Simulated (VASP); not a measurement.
# SrO in VASP: settings compared

Aim: see how the results for SrO move with the level of theory and the settings. Levels: PBE, r2SCAN. Tasks: single point.

All numbers are computed with VASP 6.6.1; they aren't measurements. Logs are shortened: lines on timing, memory, paths and dates and some standing lists are left out, and cuts for length are marked.

## Step 1: The cell of the first run

The structure is cubic, space group Fm-3m (No. 225). Conventional cell: a = 5.070 Å, b = 5.070 Å, c = 5.070 Å, α = 90.00°, β = 90.00°, γ = 90.00°. Within 3.3 Å of Sr (site symmetry m-3m) lie 6 O at 2.54 Å. O (site symmetry m-3m) has 6 Sr at 2.54 Å within 3.3 Å.

## Step 2: Single point, PBE (strain -1.7%)

INCAR

```
SYSTEM = SrO
PREC = Accurate ; ENCUT = 520
EDIFF = 1E-6 ; ISMEAR = -1
SIGMA = 0.02 ; LREAL = .FALSE.
LASPH = .TRUE. ; NELM = 100
ALGO = Normal ; ISIF = 2
LWAVE = .FALSE. ; LCHARG = .FALSE.
GGA = PE ; NBANDS = 15
```

KPOINTS

```
Automatic mesh
0
G
  8 8 8
  0 0 0
```

POSCAR

```
SrO
1.0
    0.0000000000      2.5350022001      2.5350022001
    2.5350022001      0.0000000000      2.5350022001
    2.5350022001      2.5350022001      0.0000000000
Sr O
1 1
Direct
    0.0000000000      0.0000000000      0.0000000000
    0.5000000000      0.5000000000      0.5000000000
```

Potentials or basis: VASP PAW PBE potentials, release 64 (Sr_sv, O).

Command:

```
cat potpaw_PBE.64/Sr_sv/POTCAR potpaw_PBE.64/O/POTCAR > POTCAR
mpirun -np 1 vasp_std > vasp.out
```

OUTCAR:

```text
SYSTEM = SrO
   PREC = Accurate
   ENCUT = 520
   EDIFF = 1E-6
   ISMEAR = -1
   LREAL = .FALSE.
   LASPH = .TRUE.
   NELM = 100
   ISIF = 2
   GGA = PE

 ion  position               nearest neighbor table
   1  0.000  0.000  0.000-   2 2.54   2 2.54   2 2.54   2 2.54   2 2.54   2 2.54
   2  0.500  0.500  0.500-   1 2.54   1 2.54   1 2.54   1 2.54   1 2.54   1 2.54

  LATTYP: Found a face centered cubic cell.
 ALAT       =     5.0700044002

  Lattice vectors:

 A1 = (   0.0000000000,   2.5350022001,   2.5350022001)
 A2 = (   2.5350022001,   0.0000000000,   2.5350022001)
 A3 = (   2.5350022001,   2.5350022001,   0.0000000000)

Analysis of symmetry for initial positions (statically):
=====================================================================
 Subroutine PRICEL returns:
 Original cell was already a primitive cell.

 Routine SETGRP: Setting up the symmetry group for a
 face centered cubic supercell.

 Subroutine GETGRP returns: Found 48 space group operations
 (whereof 48 operations were pure point group operations)
 out of a pool of 48 trial point group operations.

The static configuration has the point symmetry O_h .

Analysis of symmetry for dynamics (positions and initial velocities):
=====================================================================
 Subroutine PRICEL returns:
 Original cell was already a primitive cell.

 Routine SETGRP: Setting up the symmetry group for a
 face centered cubic supercell.

 Subroutine GETGRP returns: Found 48 space group operations
 (whereof 48 operations were pure point group operations)
 out of a pool of 48 trial point group operations.

The dynamic configuration has the point symmetry O_h .

 Subroutine INISYM returns: Found 48 space group operations
 (whereof 48 operations are pure point group operations),
 and found     1 'primitive' translations

----------------------------------------------------------------------------------------

                                     Primitive cell

  volume of cell :      32.5810

  direct lattice vectors                    reciprocal lattice vectors
     0.000000000  2.535002200  2.535002200    -0.197238488  0.197238488  0.197238488
     2.535002200  0.000000000  2.535002200     0.197238488 -0.197238488  0.197238488
     2.535002200  2.535002200  0.000000000     0.197238488  0.197238488 -0.197238488

  length of vectors
     3.585034492  3.585034492  3.585034492     0.341627082  0.341627082  0.341627082

  position of ions in fractional coordinates (direct lattice)
     0.000000000  0.000000000  0.000000000
     0.500000000  0.500000000  0.500000000

  ion indices of the primitive-cell ions
   primitive index   ion index
                 1           1
                 2           2

----------------------------------------------------------------------------------------

 KPOINTS: Automatic mesh

Automatic generation of k-mesh.
 Grid dimensions read from file:
 generate k-points for:    8    8    8

 Generating k-lattice:

  Cartesian coordinates                     Fractional coordinates (reciprocal lattice)
    -0.024654811  0.024654811  0.024654811     0.125000000  0.000000000  0.000000000
     0.024654811 -0.024654811  0.024654811     0.000000000  0.125000000  0.000000000
     0.024654811  0.024654811 -0.024654811     0.000000000  0.000000000  0.125000000

  Length of vectors
     0.042703385  0.042703385  0.042703385

  Shift w.r.t. Gamma in fractional coordinates (k-lattice)
     0.000000000  0.000000000  0.000000000

 Subroutine IBZKPT returns following result:
 ===========================================

 Found     29 irreducible k-points:

 Following reciprocal coordinates:
            Coordinates               Weight
  0.000000  0.000000  0.000000      1.000000
  0.125000  0.000000  0.000000      8.000000
  0.250000  0.000000  0.000000      8.000000
  0.375000  0.000000  0.000000      8.000000
  0.500000  0.000000  0.000000      4.000000
  0.125000  0.125000  0.000000      6.000000
[... 16 lines left out ...]
  0.500000  0.250000  0.125000     48.000000
 -0.375000  0.250000  0.125000     24.000000
 [... further k-points ...]
   k-points           NKPTS =     29   k-points in BZ     NKDIM =     29   number of bands    NBANDS=     15
   number of dos      NEDOS =    301   number of ions     NIONS =      2
   total plane-waves  NPLWV =  21952
   dimension x,y,z NGX =    28 NGY =   28 NGZ =   28
   dimension x,y,z NGXF=    56 NGYF=   56 NGZF=   56
   ions per type =               1   1
   NGX,Y,Z   is equivalent  to a cutoff of  12.98, 12.98, 12.98 a.u.
   NGXF,Y,Z  is equivalent  to a cutoff of  25.97, 25.97, 25.97 a.u.
 SYSTEM =  SrO
   PREC   = accura    normal or accurate (medium, high low for compatibility)
   ISTART =      0    job   : 0-new  1-cont  2-samecut
   ICHARG =      2    charge: 1-file 2-atom 10-const
   ISPIN  =      1    spin polarized calculation?
   LNONCOLLINEAR =      F non collinear calculations
   LSORBIT =      F    spin-orbit coupling
   LASPH  =      T    aspherical Exc in radial PAW
   ENCUT  =  520.0 eV  38.22 Ry    6.18 a.u.   6.67  6.67  6.67*2*pi/ulx,y,z
   NELM   =    100;   NELMIN=  2; NELMDL= -5     # of ELM steps
   EDIFF  = 0.1E-05   stopping-criterion for ELM
   LREAL  =      F    real-space projection
   EDIFFG = 0.1E-04   stopping-criterion for IOM
   NSW    =      0    number of steps for IOM
   IBRION =     -1    ionic relax: 0-MD 1-quasi-New 2-CG
   NFREE  =      0    steps in history (QN), initial steepest desc. (CG)
   ISIF   =      2    stress and relaxation
   ISYM   =      2    0-nonsym 1-usesym 2-fastsym
   POTIM  = 0.5000    time-step for ionic-motion
   TEBEG  =    0.0;   TEEND  =   0.0 temperature during run
   PSTRESS=    0.0 pullay stress
   NELECT =      16.0000    total number of electrons
   NUPDOWN=      -1.0000    fix difference up-down
   EMIN   =  10.00;   EMAX   =-10.00  energy-range for DOS
   EFERMI =   0.00;   METHOD = LEGACY
   ISMEAR =    -1;   SIGMA  =   0.02  broadening in eV -4-tet -1-fermi 0-gaus
   EFERMI_NEDOS =   21; number of points for ismear=-14 and -15
   IALGO  =     38    algorithm
   IMIX   =      4    mixing-type and parameters
     AMIX     =   0.40;   BMIX     =  1.00
     AMIX_MAG =   1.60;   BMIX_MAG =  1.00
  volume/ion in A,a.u.               =      16.29       109.93
  Fermi-wavevector in a.u.,A,eV,Ry     =   1.291595  2.440761 22.697493  1.668219
  Thomas-Fermi vector in A             =   2.423356
   LORBIT       =      0    0 simple, 1 ext, 2 COOP (PROOUT), +10 PAW based schemes
   GGA     = PE    functional components
   LHFCALC =     F    Hartree Fock is set to
   AEXX    =    0.0000 exact exchange contribution
   IVDW    =     0    specifies the selected vdW correction
   LEPSILON=     F    determine dielectric tensor
   LRPA    =     F    only Hartree local field effects (RPA)
 non-spin polarized calculation
  energy-cutoff  :      520.00
  volume of cell :       32.58
 maximum number of plane-waves:       893
   NGX = 13   NGY = 13   NGZ = 13

 number of electron      15.9999995 magnetization

 Free energy of the ion-electron system (eV)
  ---------------------------------------------------
  ext. energy  EPLUGINS =         0.00000000
  ---------------------------------------------------
  free energy    TOTEN  =       -11.99124870 eV

  energy without entropy =      -11.99124870  energy(sigma->0) =      -11.99124870

 E-fermi :   2.3913     XC(G=0): -10.2282

 val. band max:        1.8687903481   @ k =   0.0000   0.0000   0.0000
 cond. band min:       5.1044760491   @ k =   0.5000   0.5000   0.0000
 fundamental gap:      3.2356857010
 Fermi energy:         2.3912955366

 k-point     1 :       0.0000    0.0000    0.0000
  band No.  band energies     occupation
      1     -30.3772      2.00000
      2     -13.2752      2.00000
      3     -11.9670      2.00000
      4     -11.9670      2.00000
      5     -11.9670      2.00000
      6       1.8688      2.00000
      7       1.8688      2.00000
      8       1.8688      2.00000
      9       6.1631      0.00000
     10       8.1701      0.00000
     11       8.1701      0.00000
     12       8.1701      0.00000
     13      10.4345      0.00000
     14      10.4345      0.00000
     15      14.7876      0.00000

 k-point     2 :       0.1250    0.0000    0.0000
  band No.  band energies     occupation
      1     -30.3533      2.00000
      2     -13.6443      2.00000
      3     -11.9804      2.00000
      4     -11.9804      2.00000
      5     -11.6553      2.00000
      6       1.4061      2.00000
      7       1.6553      2.00000
      8       1.6553      2.00000
      9       6.8745      0.00000
     10       8.0206      0.00000
     11       8.4908      0.00000
     12       8.4908      0.00000
     13      10.8718      0.00000
     14      10.8718      0.00000
     15      15.8283      0.00000

 k-point     3 :       0.2500    0.0000    0.0000
  band No.  band energies     occupation
      1     -30.2948      2.00000
      2     -14.2487      2.00000
      3     -12.0123      2.00000
      4     -12.0123      2.00000
      5     -11.1900      2.00000
      6       0.5507      2.00000
      7       1.1970      2.00000
      8       1.1970      2.00000
      9       7.9858      0.00000
     10       8.4370      0.00000
     11       9.3631      0.00000
     12       9.3631      0.00000
     13      11.9595      0.00000
     14      11.9595      0.00000
     15      17.9371      0.00000
[... 343 lines left out ...]
 k-point    23 :       0.5000    0.2500    0.1250
  band No.  band energies     occupation
      1     -30.2051      2.00000
      2     -14.4617      2.00000
      3     -12.3847      2.00000
      4     -12.1661      2.00000
      5     -11.1717      2.00000
      6       0.2858      2.00000
      7       0.8762      2.00000
      8       1.3481      2.00000
      9       7.5231      0.00000
     10       9.3185      0.00000
     11      11.0811      0.00000
     12      11.1816      0.00000
     13      13.3032      0.00000
     14      14.3208      0.00000
     15      16.6852      0.00000

 k-point    24 :      -0.3750    0.2500    0.1250
  band No.  band energies     occupation
      1     -30.1853      2.00000
      2     -14.5354      2.00000
      3     -12.4101      2.00000
      4     -12.2301      2.00000
      5     -11.1422      2.00000
      6       0.2433      2.00000
      7       0.9650      2.00000
      8       1.0629      2.00000
      9       8.3910      0.00000
     10       8.7704      0.00000
     11      11.5313      0.00000
     12      11.6291      0.00000
     13      13.8513      0.00000
     14      15.2376      0.00000
     15      15.7549      0.00000

 [... further k-points ...]

------------------------ aborting loop because EDIFF is reached ----------------------------------------

  FORCE on cell =-STRESS in cart. coord.  units (eV):
  Direction    XX          YY          ZZ          XY          YZ          ZX
  --------------------------------------------------------------------------------------
  -------------------------------------------------------------------------------------
  Total        1.6252243      1.6252243      1.6252243     -0.0000000     -0.0000000     -0.0000000
  in kB       79.9206228     79.9206228     79.9206228     -0.0000000     -0.0000000     -0.0000000
  external PRESSURE =      79.9206228 kB  Pullay stress =       0.0000000 kB

 VOLUME and BASIS-vectors are now :
 -----------------------------------------------------------------------------
  energy-cutoff  :      520.00
  volume of cell :       32.58
      direct lattice vectors                 reciprocal lattice vectors
     0.000000000  2.535002200  2.535002200    -0.197238488  0.197238488  0.197238488
     2.535002200  0.000000000  2.535002200     0.197238488 -0.197238488  0.197238488
     2.535002200  2.535002200  0.000000000     0.197238488  0.197238488 -0.197238488

 POSITION                                       TOTAL-FORCE (eV/Angst)
 -----------------------------------------------------------------------------------
      0.00000      0.00000      0.00000         0.000000     -0.000000      0.000000
      2.53500      2.53500      2.53500        -0.000000      0.000000     -0.000000
 -----------------------------------------------------------------------------------
    total drift:                                0.000000      0.000000      0.000000

  FREE ENERGIE OF THE ION-ELECTRON SYSTEM (eV)
  ---------------------------------------------------
  free  energy   TOTEN  =       -11.9912486988 eV

  energy  without entropy=      -11.9912486988  energy(sigma->0) =      -11.99124870
```

Run time: 13 s. Hardware: 1 thread of Intel Xeon Platinum 8488C (Sapphire Rapids), shared host; peak memory 0.16 GiB.

What came out:

* Free energy: -11.9912 eV
* Pressure: 8.0 GPa
* Band gap on the k mesh: 3.24 eV (least direct gap 3.29 eV)

Caveat: the cell differs from its parent crystal (strain -1.7%); the cell stands under pressure.

[end of part 1 of 3]
